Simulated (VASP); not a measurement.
Input of a VASP 6.6.1 run:

Contents of INCAR:

```
SYSTEM = Si
PREC = Accurate
ENCUT = 520
EDIFF = 1E-7
ISMEAR = -1
SIGMA = 0.05
LREAL = Auto
LASPH = .TRUE.
NELM = 80
ALGO = Normal
ISIF = 2
LWAVE = .FALSE.
LCHARG = .FALSE.
GGA = PE
NBANDS = 48
```

Contents of KPOINTS:

```
regular mesh
0
G
  2 2 2
  0 0 0
```

File POSCAR:

```
Si
1.0
    0.0000000000      5.4300000000      5.4300000000
    5.4300000000      0.0000000000      5.4300000000
    5.4300000000      5.4300000000      0.0000000000
Si
17
Direct
    0.0140290055     -0.0047185083     -0.0035404236
    0.1231528545      0.1160992634      0.1378823204
    0.0037464088     -0.0166197053      0.5101165746
    0.1539083794      0.1143291897      0.6205083794
   -0.0112637201      0.4882987109      0.0354872928
    0.1237661142      0.6235944751      0.1374688766
    0.0039658379      0.5037111418      0.5099890424
    0.1133696133      0.6128782689      0.6615771639
    0.4944763352     -0.0061253223     -0.0020420810
    0.6448760589      0.1447994475      0.0655585635
    0.5188284530      0.0189150092      0.4433595764
    0.6121828729      0.1104985267      0.6223620626
    0.4954413444      0.5138945672     -0.0031089319
    0.6166112339      0.6227145488      0.1380907919
    0.4840541436      0.5032327808      0.5101755064
    0.6146567219      0.6542959484      0.6210942910
    0.7807703499      0.2817502762      0.6533471455
```

Potentials or basis: VASP PAW PBE potentials, release 64 (Si).

Launch:

```console
$ cat potpaw_PBE.64/Si/POTCAR > POTCAR
$ mpirun -np 1 vasp_std > vasp.out
```

(1) Predict the band gap on the k mesh.

(2) Predict the pressure.

(3) What does it give for the largest force?

Answers

(1) zero (band 34 reaches 6.82 eV, above the bottom of band 35 at 6.74 eV).

(2) 4.6 GPa.

(3) 0.168 eV/Å.

Caveat: the k points lie up to 0.50 Å⁻¹ apart.
